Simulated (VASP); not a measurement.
# CdS (Hawleyite) (F-43m) in VASP: notebook

The runs below take CdS (Hawleyite) through single point, with revPBE+D3(BJ), PBE, r2SCAN.

Program: VASP 6.6.1. These are calculated values, not measurements. Logs are shortened: lines on timing, memory, paths and dates and some standing lists are left out, and cuts for length are marked.

### Step 1. The cell of the first run

It takes space group F-43m (No. 216, cubic). Conventional cell: a = 5.835 Å, b = 5.835 Å, c = 5.835 Å, α = 90.00°, β = 90.00°, γ = 90.00°. Within 3.3 Å of Cd (site symmetry -43m) lie 4 S at 2.53 Å. S (site symmetry -43m) has 4 Cd at 2.53 Å within 3.3 Å.

### Step 2. Single point, revPBE+D3(BJ)

The input, INCAR:

```
ALGO = Normal ; EDIFF = 1E-6
ENCUT = 520 ; GGA = RE
ISIF = 2 ; ISMEAR = 1
IVDW = 12 ; LASPH = True
LCHARG = False ; LREAL = False
LWAVE = False ; NBANDS = 16
NELM = 80 ; PREC = Accurate
SIGMA = 0.1
```

The input, KPOINTS:

```
k-points
0
Gamma
  6 6 6
```

The input, POSCAR:

```
CdS
1.0
    4.1260443694      0.0000000000      0.0000000000
    2.0630221847      3.5732592411      0.0000000000
    2.0630221847      1.1910864137      3.3689011204
Cd S
1 1
Direct
    0.0000000000      0.0000000000      0.0000000000
    0.2500000000      0.2500000000      0.2500000000
```

Potentials or basis: VASP PAW PBE potentials, release 64 (Cd, S).

The run is started by

```console
cat potpaw_PBE.64/Cd/POTCAR potpaw_PBE.64/S/POTCAR > POTCAR
mpirun -np 1 vasp_std > vasp.out
```

OUTCAR:

```text
EDIFF = 1E-6
   ENCUT = 520
   GGA = RE
   ISIF = 2
   ISMEAR = 1
   IVDW = 12
   LASPH = True
   LREAL = False
   NELM = 80
   PREC = Accurate
 IVDW          = 12

 ion  position               nearest neighbor table
   1  0.000  0.000  0.000-   2 2.53   2 2.53   2 2.53   2 2.53
   2  0.250  0.250  0.250-   1 2.53   1 2.53   1 2.53   1 2.53

  LATTYP: Found a face centered cubic cell.
 ALAT       =     5.8351079062

  Lattice vectors:

 A1 = (   4.1260443694,   0.0000000000,   0.0000000000)
 A2 = (   2.0630221847,   3.5732592411,   0.0000000000)
 A3 = (   2.0630221847,   1.1910864137,   3.3689011204)

Analysis of symmetry for initial positions (statically):
=====================================================================
 Subroutine PRICEL returns:
 Original cell was already a primitive cell.

 Routine SETGRP: Setting up the symmetry group for a
 face centered cubic supercell.

 Subroutine GETGRP returns: Found 24 space group operations
 (whereof 24 operations were pure point group operations)
 out of a pool of 48 trial point group operations.

The static configuration has the point symmetry T_d .

Analysis of symmetry for dynamics (positions and initial velocities):
=====================================================================
 Subroutine PRICEL returns:
 Original cell was already a primitive cell.

 Routine SETGRP: Setting up the symmetry group for a
 face centered cubic supercell.

 Subroutine GETGRP returns: Found 24 space group operations
 (whereof 24 operations were pure point group operations)
 out of a pool of 48 trial point group operations.

The dynamic configuration has the point symmetry T_d .

 Subroutine INISYM returns: Found 24 space group operations
 (whereof 24 operations are pure point group operations),
 and found     1 'primitive' translations

----------------------------------------------------------------------------------------

                                     Primitive cell

  volume of cell :      49.6691

  direct lattice vectors                    reciprocal lattice vectors
     4.126044369  0.000000000  0.000000000     0.242362881 -0.139928275 -0.098944232
     2.063022185  3.573259241  0.000000000     0.000000000  0.279856549 -0.098944232
     2.063022185  1.191086414  3.368901120     0.000000000  0.000000000  0.296832695

  length of vectors
     4.126044369  4.126044369  4.126044369     0.296832695  0.296832695  0.296832695

  position of ions in fractional coordinates (direct lattice)
     0.000000000  0.000000000  0.000000000
     0.250000000  0.250000000  0.250000000

  ion indices of the primitive-cell ions
   primitive index   ion index
                 1           1
                 2           2

----------------------------------------------------------------------------------------

 KPOINTS: k-points

Automatic generation of k-mesh.
 Grid dimensions read from file:
 generate k-points for:    6    6    6

 Generating k-lattice:

  Cartesian coordinates                     Fractional coordinates (reciprocal lattice)
     0.040393813 -0.023321379 -0.016490705     0.166666667  0.000000000  0.000000000
     0.000000000  0.046642758 -0.016490705     0.000000000  0.166666667  0.000000000
     0.000000000  0.000000000  0.049472116     0.000000000  0.000000000  0.166666667

  Length of vectors
     0.049472116  0.049472116  0.049472116

  Shift w.r.t. Gamma in fractional coordinates (k-lattice)
     0.000000000  0.000000000  0.000000000

 Subroutine IBZKPT returns following result:
 ===========================================

 Found     16 irreducible k-points:

 Following reciprocal coordinates:
            Coordinates               Weight
  0.000000  0.000000  0.000000      1.000000
  0.166667  0.000000  0.000000      8.000000
  0.333333 -0.000000  0.000000      8.000000
  0.500000 -0.000000  0.000000      4.000000
  0.166667  0.166667  0.000000      6.000000
  0.333333  0.166667  0.000000     24.000000
[... 8 lines left out ...]
 -0.333333  0.333333  0.166667     24.000000
 -0.333333  0.500000  0.166667     12.000000
   k-points           NKPTS =     16   k-points in BZ     NKDIM =     16   number of bands    NBANDS=     16
   number of dos      NEDOS =    301   number of ions     NIONS =      2
   total plane-waves  NPLWV =  32768
   dimension x,y,z NGX =    32 NGY =   32 NGZ =   32
   dimension x,y,z NGXF=    64 NGYF=   64 NGZF=   64
   ions per type =               1   1
   NGX,Y,Z   is equivalent  to a cutoff of  12.89, 12.89, 12.89 a.u.
   NGXF,Y,Z  is equivalent  to a cutoff of  25.79, 25.79, 25.79 a.u.
 SYSTEM =  unknown system
   PREC   = accura    normal or accurate (medium, high low for compatibility)
   ISTART =      0    job   : 0-new  1-cont  2-samecut
   ICHARG =      2    charge: 1-file 2-atom 10-const
   ISPIN  =      1    spin polarized calculation?
   LNONCOLLINEAR =      F non collinear calculations
   LSORBIT =      F    spin-orbit coupling
   LASPH  =      T    aspherical Exc in radial PAW
   ENCUT  =  520.0 eV  38.22 Ry    6.18 a.u.   7.67  7.67  7.67*2*pi/ulx,y,z
   NELM   =     80;   NELMIN=  2; NELMDL= -5     # of ELM steps
   EDIFF  = 0.1E-05   stopping-criterion for ELM
   LREAL  =      F    real-space projection
   EDIFFG = 0.1E-04   stopping-criterion for IOM
   NSW    =      0    number of steps for IOM
   IBRION =     -1    ionic relax: 0-MD 1-quasi-New 2-CG
   NFREE  =      0    steps in history (QN), initial steepest desc. (CG)
   ISIF   =      2    stress and relaxation
   ISYM   =      2    0-nonsym 1-usesym 2-fastsym
   POTIM  = 0.5000    time-step for ionic-motion
   TEBEG  =    0.0;   TEEND  =   0.0 temperature during run
   PSTRESS=    0.0 pullay stress
   NELECT =      18.0000    total number of electrons
   NUPDOWN=      -1.0000    fix difference up-down
   EMIN   =  10.00;   EMAX   =-10.00  energy-range for DOS
   EFERMI =   0.00;   METHOD = LEGACY
   ISMEAR =     1;   SIGMA  =   0.10  broadening in eV -4-tet -1-fermi 0-gaus
   EFERMI_NEDOS =   21; number of points for ismear=-14 and -15
   IALGO  =     38    algorithm
   IMIX   =      4    mixing-type and parameters
     AMIX     =   0.40;   BMIX     =  1.00
     AMIX_MAG =   1.60;   BMIX_MAG =  1.00
  volume/ion in A,a.u.               =      24.83       167.59
  Fermi-wavevector in a.u.,A,eV,Ry     =   1.167177  2.205645 18.535250  1.362302
  Thomas-Fermi vector in A             =   2.303681
   LORBIT       =      0    0 simple, 1 ext, 2 COOP (PROOUT), +10 PAW based schemes
   GGA     = RE    functional components
   LHFCALC =     F    Hartree Fock is set to
   AEXX    =    0.0000 exact exchange contribution
   IVDW    =    12    specifies the selected vdW correction
   LEPSILON=     F    determine dielectric tensor
   LRPA    =     F    only Hartree local field effects (RPA)
 non-spin polarized calculation
 Methfessel and Paxton  Order N= 1 SIGMA  =   0.10
  energy-cutoff  :      520.00
  volume of cell :       49.67
 maximum number of plane-waves:      1363
 NGX is ok and might be reduce to    32
   NGX = 15   NGY = 15   NGZ = 15

 number of electron      18.0000005 magnetization

 Free energy of the ion-electron system (eV)
  ---------------------------------------------------
  ext. energy  EPLUGINS =         0.00000000
  ---------------------------------------------------
  free energy    TOTEN  =        -5.53179422 eV

  energy without entropy =       -5.53188104  energy(sigma->0) =       -5.53182316

 E-fermi :   1.4786     XC(G=0):  -8.9598

 val. band max:        1.3948289818   @ k =   0.0000   0.0000   0.0000
 cond. band min:       2.6776990645   @ k =   0.0000   0.0000   0.0000
 fundamental gap:      1.2828700827
 Fermi energy:         1.4785536185

 k-point     1 :       0.0000    0.0000    0.0000
  band No.  band energies     occupation
      1     -10.9500      2.00000
      2      -6.3304      2.00000
      3      -6.3304      2.00000
      4      -6.3304      2.00000
      5      -5.8545      2.00000
      6      -5.8545      2.00000
[... 8 lines left out ...]
     15      12.8687      0.00000
     16      13.0392      0.00000

 k-point     2 :       0.1667    0.0000    0.0000
  band No.  band energies     occupation
      1     -10.8458      2.00000
      2      -6.2930      2.00000
      3      -6.2930      2.00000
      4      -6.2287      2.00000
      5      -5.8551      2.00000
      6      -5.8551      2.00000
[... 8 lines left out ...]
     15      12.1275      0.00000
     16      13.4381      0.00000

 k-point     3 :       0.3333   -0.0000    0.0000
  band No.  band energies     occupation
      1     -10.6368      2.00000
      2      -6.2319      2.00000
      3      -6.2319      2.00000
      4      -5.8561      2.00000
      5      -5.8376      2.00000
      6      -5.8376      2.00000
[... 8 lines left out ...]
     15      12.5462      0.00000
     16      12.6118      0.00000

 k-point     4 :       0.5000   -0.0000    0.0000
  band No.  band energies     occupation
      1     -10.5332      2.00000
      2      -6.2107      2.00000
      3      -6.2107      2.00000
      4      -5.8167      2.00000
      5      -5.8167      2.00000
      6      -5.4720      2.00000
[... 8 lines left out ...]
     15      13.9477      0.00000
     16      13.9477      0.00000

 k-point     5 :       0.1667    0.1667    0.0000
  band No.  band energies     occupation
      1     -10.8115      2.00000
      2      -6.2544      2.00000
      3      -6.2544      2.00000
      4      -6.2487      2.00000
      5      -5.8782      2.00000
      6      -5.8330      2.00000
[... 8 lines left out ...]
     15      13.0425      0.00000
     16      14.9869      0.00000

 k-point     6 :       0.3333    0.1667    0.0000
  band No.  band energies     occupation
      1     -10.6385      2.00000
      2      -6.2140      2.00000
      3      -6.1814      2.00000
      4      -6.0204      2.00000
      5      -5.8279      2.00000
      6      -5.8133      2.00000
[... 8 lines left out ...]
     15      13.2680      0.00000
     16      14.5472      0.00000

 k-point     7 :       0.5000    0.1667    0.0000
  band No.  band energies     occupation
      1     -10.5020      2.00000
      2      -6.1877      2.00000
      3      -6.1530      2.00000
      4      -5.8836      2.00000
      5      -5.8106      2.00000
      6      -5.4549      2.00000
[... 8 lines left out ...]
     15      13.9973      0.00000
     16      14.4127      0.00000

 k-point     8 :      -0.3333    0.1667   -0.0000
  band No.  band energies     occupation
      1     -10.5358      2.00000
      2      -6.1881      2.00000
      3      -6.1787      2.00000
      4      -5.8572      2.00000
      5      -5.8518      2.00000
      6      -5.5742      2.00000
[... 8 lines left out ...]
     15      13.6558      0.00000
     16      14.3614      0.00000

 k-point     9 :      -0.1667    0.1667   -0.0000
  band No.  band energies     occupation
      1     -10.7072      2.00000
      2      -6.2487      2.00000
      3      -6.2257      2.00000
      4      -6.0617      2.00000
      5      -5.8733      2.00000
      6      -5.8181      2.00000
[... 8 lines left out ...]
     15      12.8064      0.00000
     16      14.9122      0.00000

 k-point    10 :       0.3333    0.3333    0.0000
  band No.  band energies     occupation
      1     -10.5373      2.00000
      2      -6.1023      2.00000
      3      -6.0825      2.00000
      4      -6.0825      2.00000
      5      -5.7898      2.00000
      6      -5.7406      2.00000
[... 8 lines left out ...]
     15      13.4667      0.00000
     16      17.0258      0.00000

 k-point    11 :       0.5000    0.3333    0.0000
  band No.  band energies     occupation
      1     -10.4376      2.00000
      2      -6.1219      2.00000
      3      -6.0374      2.00000
      4      -5.9853      2.00000
      5      -5.7890      2.00000
      6      -5.4224      2.00000
[... 8 lines left out ...]
     15      14.0900      0.00000
     16      15.1027      0.00000

 k-point    12 :      -0.3333    0.3333   -0.0000
  band No.  band energies     occupation
      1     -10.4379      2.00000
      2      -6.1489      2.00000
      3      -6.0787      2.00000
      4      -5.9027      2.00000
      5      -5.8317      2.00000
      6      -5.2998      2.00000
[... 8 lines left out ...]
     15      12.8103      0.00000
     16      16.1591      0.00000

 k-point    13 :       0.5000    0.5000    0.0000
  band No.  band energies     occupation
      1     -10.4044      2.00000
      2      -6.1139      2.00000
      3      -5.9841      2.00000
      4      -5.9841      2.00000
      5      -5.7680      2.00000
      6      -5.4049      2.00000
[... 8 lines left out ...]
     15      13.7369      0.00000
     16      14.9106      0.00000

 k-point    14 :       0.5000    0.3333    0.1667
  band No.  band energies     occupation
      1     -10.5036      2.00000
      2      -6.1419      2.00000
      3      -6.1338      2.00000
      4      -5.9481      2.00000
      5      -5.8146      2.00000
      6      -5.5598      2.00000
[... 8 lines left out ...]
     15      14.4466      0.00000
     16      14.6680      0.00000

 k-point    15 :      -0.3333    0.3333    0.1667
  band No.  band energies     occupation
      1     -10.4379      2.00000
      2      -6.1372      2.00000
      3      -6.0958      2.00000
      4      -5.8934      2.00000
      5      -5.8357      2.00000
      6      -5.2977      2.00000
[... 8 lines left out ...]
     15      13.9681      0.00000
     16      14.7210      0.00000

 k-point    16 :      -0.3333    0.5000    0.1667
  band No.  band energies     occupation
      1     -10.4057      2.00000
      2      -6.1014      2.00000
      3      -6.0586      2.00000
      4      -5.9307      2.00000
      5      -5.8124      2.00000
      6      -5.2666      2.00000
[... 8 lines left out ...]
     15      14.5851      0.00000
     16      14.8029      0.00000

------------------------ aborting loop because EDIFF is reached ----------------------------------------

 Edisp (eV)   -1.18041

 E8    (eV) :    -0.8000

  FORCE on cell =-STRESS in cart. coord.  units (eV):
  Direction    XX          YY          ZZ          XY          YZ          ZX
  --------------------------------------------------------------------------------------
  -------------------------------------------------------------------------------------
  Total       0.10809     0.10809     0.10809    -0.00000    -0.00000    -0.00000
  in kB       3.48677     3.48677     3.48677    -0.00000    -0.00000    -0.00000
  external pressure =        3.49 kB  Pullay stress =        0.00 kB

 VOLUME and BASIS-vectors are now :
 -----------------------------------------------------------------------------
  energy-cutoff  :      520.00
  volume of cell :       49.67
      direct lattice vectors                 reciprocal lattice vectors
     4.126044369  0.000000000  0.000000000     0.242362881 -0.139928275 -0.098944232
     2.063022185  3.573259241  0.000000000     0.000000000  0.279856549 -0.098944232
     2.063022185  1.191086414  3.368901120     0.000000000  0.000000000  0.296832695

 POSITION                                       TOTAL-FORCE (eV/Angst)
 -----------------------------------------------------------------------------------
      0.00000      0.00000      0.00000        -0.000000     -0.000000     -0.000000
      2.06302      1.19109      0.84223         0.000000      0.000000      0.000000
 -----------------------------------------------------------------------------------
    total drift:                               -0.000001     -0.000000     -0.000000

  FREE ENERGIE OF THE ION-ELECTRON SYSTEM (eV)
  ---------------------------------------------------
  free  energy   TOTEN  =        -6.7122016327 eV

  energy  without entropy=       -6.7122884510  energy(sigma->0) =       -6.71223057
```

It took 10 s on 1 thread of Intel Xeon Platinum 8259CL at 2.50GHz (Skylake/Cascade Lake), shared host; peak memory 0.18 GiB.

What came out:

```yaml
Free_energy: -6.7122 eV
Pressure: 0.3 GPa
Band_gap_on_the_k_mesh: 1.28 eV, direct
Dispersion_energy_per_atom: -0.590 eV
```

Caveat: the PAW data sets were made with another functional, which shifts forces and pressure a little.

[end of part 1 of 2]
